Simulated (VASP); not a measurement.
# GaN (I-4m2) in VASP: a series of runs

Runs on GaN. Level: r2SCAN. Tasks: single point.

All numbers are computed with VASP 6.6.1; they aren't measurements. Logs are shortened: lines on timing, memory, paths and dates and some standing lists are left out, and cuts for length are marked.

**1. The cell of the first run**

It takes space group I-4m2 (No. 119, tetragonal). The conventional cell has a = 3.028 Å, b = 3.028 Å, c = 4.732 Å, α = 90.00°, β = 90.00°, γ = 90.00°. Within 2.5 Å of Ga (site symmetry -4m2) lie 4 N at 1.92 Å. N (site symmetry -4m2) has 4 Ga at 1.92 Å within 2.5 Å.

**2. Single point, r2SCAN (strain -0.050 along x and y, +0.050 along z)**

File POSCAR:

```
GaN
1.0
    0.0000000000      2.1408255771      2.3661756379
    2.1408255771      0.0000000000      2.3661756379
    2.1408255771      2.1408255771      0.0000000000
Ga N
1 1
Direct
    0.0000000000      0.0000000000      0.0000000000
    0.7500000000      0.7500000000      0.7500000000
```

File INCAR.step1:

```
ALGO = Normal
EDIFF = 1E-4
ENCUT = 520
GGA = PE
ISMEAR = 0
LASPH = T
LCHARG = F
LREAL = F
LWAVE = T
NBANDS = 16
NELM = 100
PREC = Accurate
SIGMA = 0.05
```

File INCAR.step2:

```
ALGO = Normal
EDIFF = 1E-6
ENCUT = 520
ISIF = 2
ISMEAR = 0
ISTART = 1
LASPH = T
LCHARG = F
LMIXTAU = T
LREAL = F
LWAVE = F
METAGGA = R2SCAN
NBANDS = 16
NELM = 100
PREC = Accurate
SIGMA = 0.05
```

File KPOINTS:

```
k-points
0
Gamma
  10 10 10
```

Potentials or basis: VASP PAW PBE potentials, release 64 (Ga_d, N).

The run is started by

```bash
> cat potpaw_PBE.64/Ga_d/POTCAR potpaw_PBE.64/N/POTCAR > POTCAR
> cp INCAR.step1 INCAR
> mpirun -np 1 vasp_std > vasp.out
> cp INCAR.step2 INCAR
> mpirun -np 1 vasp_std > vasp.out
```

OUTCAR:

```text
EDIFF = 1E-6
   ENCUT = 520
   ISIF = 2
   ISMEAR = 0
   ISTART = 1
   LASPH = T
   LREAL = F
   METAGGA = R2SCAN
   NELM = 100
   PREC = Accurate

 ion  position               nearest neighbor table
   1  0.000  0.000  0.000-   2 1.92   2 1.92   2 1.92   2 1.92
   2  0.750  0.750  0.750-   1 1.92   1 1.92   1 1.92   1 1.92

  LATTYP: Found a body centered tetragonal cell.
 ALAT       =     3.0275845658
 C/A-ratio  =     1.5630781479

  Lattice vectors:

 A1 = (  -2.1408255771,   0.0000000000,   2.3661756379)
 A2 = (   2.1408255771,   0.0000000000,   2.3661756379)
 A3 = (   0.0000000000,   2.1408255771,  -2.3661756379)

Analysis of symmetry for initial positions (statically):
=====================================================================
 Subroutine PRICEL returns:
 Original cell was already a primitive cell.

 Routine SETGRP: Setting up the symmetry group for a
 body centered tetragonal supercell.

 Subroutine GETGRP returns: Found  8 space group operations
 (whereof  8 operations were pure point group operations)
 out of a pool of 16 trial point group operations.

The static configuration has the point symmetry D_2d.

Analysis of symmetry for dynamics (positions and initial velocities):
=====================================================================
 Subroutine PRICEL returns:
 Original cell was already a primitive cell.

 Routine SETGRP: Setting up the symmetry group for a
 body centered tetragonal supercell.

 Subroutine GETGRP returns: Found  8 space group operations
 (whereof  8 operations were pure point group operations)
 out of a pool of 16 trial point group operations.

The dynamic configuration has the point symmetry D_2d.

 Subroutine INISYM returns: Found  8 space group operations
 (whereof  8 operations are pure point group operations),
 and found     1 'primitive' translations

----------------------------------------------------------------------------------------

                                     Primitive cell

  volume of cell :      21.6890

  direct lattice vectors                    reciprocal lattice vectors
     0.000000000  2.140825577  2.366175638    -0.233554758  0.233554758  0.211311448
     2.140825577  0.000000000  2.366175638     0.233554758 -0.233554758  0.211311448
     2.140825577  2.140825577  0.000000000     0.233554758  0.233554758 -0.211311448

  length of vectors
     3.190912299  3.190912299  3.027584566     0.392107355  0.392107355  0.392107355

  position of ions in fractional coordinates (direct lattice)
     0.000000000  0.000000000  0.000000000
     0.750000000  0.750000000  0.750000000

  ion indices of the primitive-cell ions
   primitive index   ion index
                 1           1
                 2           2

----------------------------------------------------------------------------------------

 KPOINTS: k-points

Automatic generation of k-mesh.
 Grid dimensions read from file:
 generate k-points for:   10   10   10

 Generating k-lattice:

  Cartesian coordinates                     Fractional coordinates (reciprocal lattice)
    -0.023355476  0.023355476  0.021131145     0.100000000 -0.000000000  0.000000000
     0.023355476 -0.023355476  0.021131145    -0.000000000  0.100000000  0.000000000
     0.023355476  0.023355476 -0.021131145     0.000000000  0.000000000  0.100000000

  Length of vectors
     0.039210736  0.039210736  0.039210736

  Shift w.r.t. Gamma in fractional coordinates (k-lattice)
     0.000000000  0.000000000  0.000000000

 Subroutine IBZKPT returns following result:
 ===========================================

 Found    102 irreducible k-points:

 Following reciprocal coordinates:
            Coordinates               Weight
  0.000000  0.000000  0.000000      1.000000
  0.100000  0.000000  0.000000      8.000000
  0.200000  0.000000  0.000000      8.000000
  0.300000  0.000000  0.000000      8.000000
  0.400000 -0.000000  0.000000      8.000000
  0.500000 -0.000000  0.000000      4.000000
[... 16 lines left out ...]
  0.300000  0.300000  0.000000      2.000000
  0.400000  0.300000  0.000000      8.000000
 [... further k-points ...]
   k-points           NKPTS =    102   k-points in BZ     NKDIM =    102   number of bands    NBANDS=     16
   number of dos      NEDOS =    301   number of ions     NIONS =      2
   total plane-waves  NPLWV =  13824
   dimension x,y,z NGX =    24 NGY =   24 NGZ =   24
   dimension x,y,z NGXF=    48 NGYF=   48 NGZF=   48
   ions per type =               1   1
   NGX,Y,Z   is equivalent  to a cutoff of  12.50, 12.50, 13.18 a.u.
   NGXF,Y,Z  is equivalent  to a cutoff of  25.01, 25.01, 26.36 a.u.
 SYSTEM =  unknown system
   PREC   = accura    normal or accurate (medium, high low for compatibility)
   ISTART =      1    job   : 0-new  1-cont  2-samecut
   ICHARG =      0    charge: 1-file 2-atom 10-const
   ISPIN  =      1    spin polarized calculation?
   LNONCOLLINEAR =      F non collinear calculations
[... 114 lines left out ...]
      6      -7.1043      2.00000
[... 8 lines left out ...]
     15      25.7060      0.00000
     16      26.3957      0.00000

 k-point     6 :       0.5000   -0.0000    0.0000
  band No.  band energies     occupation
      1     -10.4139      2.00000
      2      -8.2207      2.00000
      3      -8.1283      2.00000
      4      -7.8642      2.00000
      5      -7.7976      2.00000
      6      -6.7337      2.00000
[... 8 lines left out ...]
     15      26.8766      0.00000
     16      27.5853      0.00000

 k-point     7 :       0.1000    0.1000    0.0000
  band No.  band energies     occupation
      1     -11.4205      2.00000
      2      -8.3321      2.00000
      3      -8.2097      2.00000
      4      -8.2097      2.00000
      5      -7.9031      2.00000
      6      -7.8722      2.00000
[... 8 lines left out ...]
     15      26.1810      0.00000
     16      27.6385      0.00000

 k-point     8 :       0.2000    0.1000    0.0000
  band No.  band energies     occupation
      1     -11.1795      2.00000
      2      -8.2732      2.00000
      3      -8.1716      2.00000
      4      -8.1356      2.00000
      5      -7.9099      2.00000
      6      -7.8699      2.00000
[... 8 lines left out ...]
     15      26.2734      0.00000
     16      26.5597      0.00000

 k-point     9 :       0.3000    0.1000    0.0000
  band No.  band energies     occupation
      1     -10.8284      2.00000
      2      -8.2287      2.00000
      3      -8.1313      2.00000
      4      -7.9151      2.00000
      5      -7.8677      2.00000
      6      -7.8364      2.00000
[... 8 lines left out ...]
     15      25.1534      0.00000
     16      26.0374      0.00000
[... 172 lines left out ...]
 k-point    19 :       0.5000    0.2000    0.0000
  band No.  band energies     occupation
      1     -10.3470      2.00000
      2      -8.1805      2.00000
      3      -8.0488      2.00000
      4      -7.8969      2.00000
      5      -7.8544      2.00000
      6      -6.7548      2.00000
[... 8 lines left out ...]
     15      26.8249      0.00000
     16      28.1951      0.00000

 k-point    20 :      -0.4000    0.2000    0.0000
  band No.  band energies     occupation
      1     -10.3149      2.00000
      2      -8.1922      2.00000
      3      -8.0579      2.00000
      4      -7.8808      2.00000
      5      -7.8679      2.00000
      6      -6.5115      2.00000
[... 8 lines left out ...]
     15      25.9739      0.00000
     16      26.7159      0.00000

 k-point    21 :      -0.3000    0.2000    0.0000
  band No.  band energies     occupation
      1     -10.4005      2.00000
      2      -8.2019      2.00000
      3      -8.0802      2.00000
      4      -7.9134      2.00000
      5      -7.8801      2.00000
      6      -6.9008      2.00000
[... 8 lines left out ...]
     15      25.0431      0.00000
     16      27.1043      0.00000

 k-point    22 :      -0.2000    0.2000    0.0000
  band No.  band energies     occupation
      1     -10.6099      2.00000
      2      -8.2226      2.00000
      3      -8.1212      2.00000
      4      -7.9273      2.00000
      5      -7.9249      2.00000
      6      -7.4290      2.00000
[... 8 lines left out ...]
     15      24.9389      0.00000
     16      26.5180      0.00000

 k-point    23 :       0.3000    0.3000    0.0000
  band No.  band energies     occupation
      1     -10.5977      2.00000
      2      -8.0770      2.00000
      3      -8.0276      2.00000
      4      -8.0276      2.00000
      5      -7.8391      2.00000
      6      -7.7246      2.00000
[... 8 lines left out ...]
     15      30.5528      0.00000
     16      30.5650      0.00000

 k-point    24 :       0.4000    0.3000    0.0000
  band No.  band energies     occupation
      1     -10.4093      2.00000
      2      -8.0943      2.00000
      3      -7.9927      2.00000
      4      -7.9883      2.00000
      5      -7.8340      2.00000
      6      -7.3274      2.00000
[... 8 lines left out ...]
     15      30.1895      0.00000
     16      30.4111      0.00000

 [... further k-points ...]

------------------------ aborting loop because EDIFF is reached ----------------------------------------

  FORCE on cell =-STRESS in cart. coord.  units (eV):
  Direction    XX          YY          ZZ          XY          YZ          ZX
  --------------------------------------------------------------------------------------
  -------------------------------------------------------------------------------------
  Total        2.1822119      2.1822119      0.0012203      0.0000000      0.0000000      0.0000000
  in kB      161.2010843    161.2010843      0.0901476      0.0000000      0.0000000      0.0000000
  external PRESSURE =     107.4974387 kB  Pullay stress =       0.0000000 kB

 VOLUME and BASIS-vectors are now :
 -----------------------------------------------------------------------------
  energy-cutoff  :      520.00
  volume of cell :       21.69
      direct lattice vectors                 reciprocal lattice vectors
     0.000000000  2.140825577  2.366175638    -0.233554758  0.233554758  0.211311448
     2.140825577  0.000000000  2.366175638     0.233554758 -0.233554758  0.211311448
     2.140825577  2.140825577  0.000000000     0.233554758  0.233554758 -0.211311448

 POSITION                                       TOTAL-FORCE (eV/Angst)
 -----------------------------------------------------------------------------------
      0.00000      0.00000      0.00000        -0.000000     -0.000000     -0.000000
      3.21124      3.21124      3.54926         0.000000      0.000000      0.000000
 -----------------------------------------------------------------------------------
    total drift:                               -0.000010     -0.000010     -0.000012

  FREE ENERGIE OF THE ION-ELECTRON SYSTEM (eV)
  ---------------------------------------------------
  free  energy   TOTEN  =       -21.7879899929 eV

  energy  without entropy=      -21.7879899929  energy(sigma->0) =      -21.78798999
```

It took 2.6 min on 1 thread of Intel Xeon 8259CL, shared host; peak memory 0.17 GiB.

Results:

```
Free energy            : -21.7880 eV
Pressure               : 10.7 GPa
Band gap on the k mesh : 2.25 eV
```

Stress tensor (GPa, compression positive):
```
16.12  0.00  0.00
 0.00 16.12  0.00
 0.00  0.00  0.01
```

Caveat: the cell differs from its parent crystal (strain -0.050 along x and y, +0.050 along z); the stress differs along the axes, from 0 to 16 GPa; the PAW data sets were made with another functional, which shifts forces and pressure a little.

**3. Single point, r2SCAN (strain +0.025 along x and y, -0.050 along z)**

File POSCAR:

```
GaN
1.0
    0.0000000000      2.3098381227      2.1408255771
    2.3098381227      0.0000000000      2.1408255771
    2.3098381227      2.3098381227      0.0000000000
Ga N
1 1
Direct
    0.0000000000      0.0000000000      0.0000000000
    0.7500000000      0.7500000000      0.7500000000
```

File INCAR.step1:

```
SYSTEM = GaN
ALGO = Normal ; EDIFF = 1E-4
ENCUT = 520 ; GGA = PE
ISMEAR = 0 ; LASPH = .True.
LCHARG = .False. ; LREAL = .False.
LWAVE = .True. ; NBANDS = 16
NELM = 80 ; PREC = Accurate
SIGMA = 0.05
```

File INCAR.step2:

```
SYSTEM = GaN
ALGO = Normal ; EDIFF = 1E-6
ENCUT = 520 ; ISIF = 2
ISMEAR = 0 ; ISTART = 1
LASPH = .True. ; LCHARG = .False.
LMIXTAU = .True. ; LREAL = .False.
LWAVE = .False. ; METAGGA = R2SCAN
NBANDS = 16 ; NELM = 80
PREC = Accurate ; SIGMA = 0.05
```

File KPOINTS:

```
k-points
0
Gamma
  10 10 10
  0 0 0
```

Potentials or basis: VASP PAW PBE potentials, release 64 (Ga_d, N).

The run is started by

```bash
> cat potpaw_PBE.64/Ga_d/POTCAR potpaw_PBE.64/N/POTCAR > POTCAR
> cp INCAR.step1 INCAR
> mpirun -np 1 vasp_std > vasp.out
> cp INCAR.step2 INCAR
> mpirun -np 1 vasp_std > vasp.out
```

Run time: 2.4 min. Hardware: 1 thread of Intel Xeon 8259CL, shared host; peak memory 0.17 GiB.

It converged, with:

```
Free energy            : -21.8654 eV
Pressure               : -0.2 GPa
Band gap on the k mesh : 1.91 eV
```

Stress tensor (GPa, compression positive):
```
-2.89  0.00  0.00
 0.00 -2.89  0.00
 0.00  0.00  5.26
```

Levels at points of the mesh, in eV from the valence-band top:
| k point | band 6 | band 7 | band 8 | band 9 | band 10 | band 11 | band 12 | band 13 |
| --- | --- | --- | --- | --- | --- | --- | --- | --- |
| (0.00, 0.00, 0.00) | -13.70 | -0.31 | -0.31 | 0.00 | 1.91 | 10.70 | 10.93 | 10.93 |
| (0.50, 0.00, 0.00) | -12.57 | -7.35 | -1.47 | -0.93 | 4.84 | 9.28 | 10.25 | 11.57 |
| (0.50, 0.50, 0.00) | -11.92 | -5.86 | -3.36 | -3.36 | 3.29 | 6.18 | 13.14 | 14.47 |
| (0.50, 0.00, 0.50) | -12.32 | -6.69 | -2.79 | -2.74 | 3.76 | 7.49 | 11.99 | 13.98 |

Caveat: the cell differs from its parent crystal (strain +0.025 along x and y, -0.050 along z); the stress differs along the axes, from -3 to 5 GPa; the PAW data sets were made with another functional, which shifts forces and pressure a little.

**4. Single point, r2SCAN (strain +0.050 along x and y, -0.050 along z)**

File POSCAR:

```
GaN
1.0
    0.0000000000      2.3661756379      2.1408255771
    2.3661756379      0.0000000000      2.1408255771
    2.3661756379      2.3661756379      0.0000000000
Ga N
1 1
Direct
    0.0000000000      0.0000000000      0.0000000000
    0.7500000000      0.7500000000      0.7500000000
```

File INCAR.step1:

```
SYSTEM = GaN
PREC     = Accurate       ! precision mode
ENCUT    = 520            ! plane-wave cutoff, eV
ISMEAR   = 0              ! smearing method
SIGMA    = 0.05           ! smearing width, eV
LREAL    = .False.        ! projectors in reciprocal space
LASPH    = .True.         ! aspherical terms in the spheres
NELM     = 60             ! most SCF steps
NBANDS   = 16             ! bands
GGA      = PE             ! functional
ALGO     = Normal         ! electronic algorithm
EDIFF    = 1E-4           ! SCF threshold, eV
LWAVE    = .True.         ! write WAVECAR
LCHARG   = .False.        ! write CHGCAR
```

File INCAR.step2:

```
SYSTEM = GaN
PREC     = Accurate       ! precision mode
ENCUT    = 520            ! plane-wave cutoff, eV
EDIFF    = 1E-6           ! SCF threshold, eV
ISMEAR   = 0              ! smearing method
SIGMA    = 0.05           ! smearing width, eV
LREAL    = .False.        ! projectors in reciprocal space
LASPH    = .True.         ! aspherical terms in the spheres
NELM     = 60             ! most SCF steps
ALGO     = Normal         ! electronic algorithm
ISIF     = 2              ! what is computed and relaxed
LWAVE    = .False.        ! write WAVECAR
LCHARG   = .True.         ! write CHGCAR
METAGGA  = R2SCAN         ! meta-GGA
LMIXTAU  = .True.       
LELF     = .True.         ! ELF
LVHAR    = .True.       
NBANDS   = 16             ! bands
ISTART   = 1
```

File KPOINTS:

```
Automatic mesh
0
Gamma
  10 10 10
  0 0 0
```

The run is started by

```bash
> cat potpaw_PBE.64/Ga_d/POTCAR potpaw_PBE.64/N/POTCAR > POTCAR
> cp INCAR.step1 INCAR
> mpirun -np 1 vasp_std > vasp.out
> cp INCAR.step2 INCAR
> mpirun -np 1 vasp_std > vasp.out
```

Run time: 3.2 min. Hardware: 1 thread of Intel Xeon 8259CL, shared host; peak memory 0.18 GiB.

The run converged. Its results:

- Free energy: -21.8108 eV
- Pressure: -8.9 GPa
- Band gap on the k mesh: 1.53 eV

Stress tensor (GPa, compression positive):
```
-12.45   0.00   0.00
  0.00 -12.45   0.00
  0.00   0.00  -1.70
```

Levels at points of the mesh, in eV from the valence-band top:
```
           k point  band 6  band 7  band 8  band 9  band 10  band 11  band 12  band 13
(0.00, 0.00, 0.00)  -13.78   -0.38   -0.38    0.00     1.53    10.30    10.62    10.62
(0.50, 0.00, 0.00)  -12.65   -7.08   -1.52   -0.86     4.37     8.98     9.81    11.48
(0.50, 0.50, 0.00)  -11.94   -5.55   -3.33   -3.33     3.19     5.60    12.90    13.82
(0.50, 0.00, 0.50)  -12.43   -6.60   -2.61   -2.54     3.74     7.25    11.49    13.21
```

Caveat: the cell differs from its parent crystal (strain +0.050 along x and y, -0.050 along z); the stress differs along the axes, from -12 to -2 GPa; the PAW data sets were made with another functional, which shifts forces and pressure a little.

**5. Summary**

```csv
cell,gap on the mesh (eV),pressure (GPa)
"a = 3.191, b = 3.191, c = 3.028 Å, angles 61.7, 61.7, 56.6°, 2 atoms",2.25,10.7
"a = 3.149, b = 3.149, c = 3.267 Å, angles 58.8, 58.8, 62.5°, 2 atoms",1.91,-0.2
"a = 3.191, b = 3.191, c = 3.346 Å, angles 58.4, 58.4, 63.2°, 2 atoms",1.53,-8.9
```

Alike in all rows: task single point; level r2SCAN; potentials or basis VASP PAW PBE potentials, release 64 (Ga_d, N); no spin polarisation; k mesh 10 × 10 × 10; cutoff (eV) 520; smearing gaussian 0.05 eV.

Caveats: the PAW data sets were made with another functional, which shifts forces and pressure a little; the stress differs along the axes, from 0 to 16 GPa (at least some runs); the stress differs along the axes, from -3 to 5 GPa (at least some runs); the stress differs along the axes, from -12 to -2 GPa (at least some runs).

Total energies depend on the potentials used, so only differences within one code and one set of settings carry meaning.
